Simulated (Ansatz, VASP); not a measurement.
# One calculation of Te, two programs

File INCAR:

```
ALGO = Normal
EDIFF = 1E-6
EDIFFG = -0.04
ENCUT = 600
GGA = PE
IBRION = 2
ISIF = 3
ISMEAR = 0
LASPH = True
LCHARG = False
LREAL = False
LWAVE = False
NELM = 100
NSW = 90
PREC = Accurate
SIGMA = 0.1
```

KPOINTS

```
k-points
0
Gamma
  6 6 6
```

The input POSCAR:

```
Te
1.0
   -4.0242342700      4.0242342700      1.4517178700
    4.0242342700     -4.0242342700      1.4517178700
    4.0242342700      4.0242342700     -1.4517178700
Te
4
Direct
    0.3750000000      0.6250000000      0.7500000000
    0.8750000000      0.6250000000      0.2500000000
    0.3750000000      0.1250000000      0.7500000000
    0.3750000000      0.6250000000      0.2500000000
```

Input for Ansatz:

```yaml
crystal:
  lattice:
    - [-4.02423427, 4.02423427, 1.45171787]
    - [4.02423427, -4.02423427, 1.45171787]
    - [4.02423427, 4.02423427, -1.45171787]
  atoms:
    - { symbol: Te, position: [0.375, 0.625, 0.75] }
    - { symbol: Te, position: [0.875, 0.625, 0.25] }
    - { symbol: Te, position: [0.375, 0.125, 0.75] }
    - { symbol: Te, position: [0.375, 0.625, 0.25] }
basis:
  ecutwfc: 420
kpoints:
  mp_grid: { grid: [6, 6, 6] }
hamiltonian:
  xc: pbe
scf:
  occupations: { method: gaussian, width: 0.1 }
  lower_state_search: "off"
output:
  forces: true
  stress: true
  eigenvalues: true
relax:
  adjacent_minimum: "off"
  f_tol: 0.04
  max_steps: 70
  cell: { stress_tol: 0.4 }
```

Alike in both runs: task relaxation of cell and atoms; functional PBE; k mesh 6 × 6 × 6; occupations gaussian, width 0.1 eV; no spin polarisation.

|  | VASP | Ansatz |
| --- | --- | --- |
| version | VASP 6.6.1 | Ansatz 0.2.0 |
| potentials or method | VASP PAW PBE potentials, release 64 (Te), cutoff 600 eV | scalar-relativistic, plane waves, PAW |
| valence electrons in the cell | 24 | 64 |

|  | VASP | Ansatz | Ansatz less VASP |
| --- | --- | --- | --- |
| gap on the k mesh at the Fermi level, each at its own relaxed structure (eV) | none | none | - |
| relaxed volume (Å³/atom) | 30.84 | 30.81 | -0.026 |
| relaxed cell length with the largest relative difference (Å) | 6.355 | 6.360 | +0.0049 |

A gap of «none» marks a metal or a gap that the smearing closes. VASP's potentials hold 24 valence electrons a cell and Ansatz's 64, so a difference there can come from the potentials and not from the codes.

The k mesh is coarse, so the values compare programs but aren't converged. Neither program's run includes spin-orbit coupling. Noted on VASP's run: the volume moved by over 15 % at a fixed basis, so the end points are rough; too few bands were computed for a metal, which touches its energy and stress.
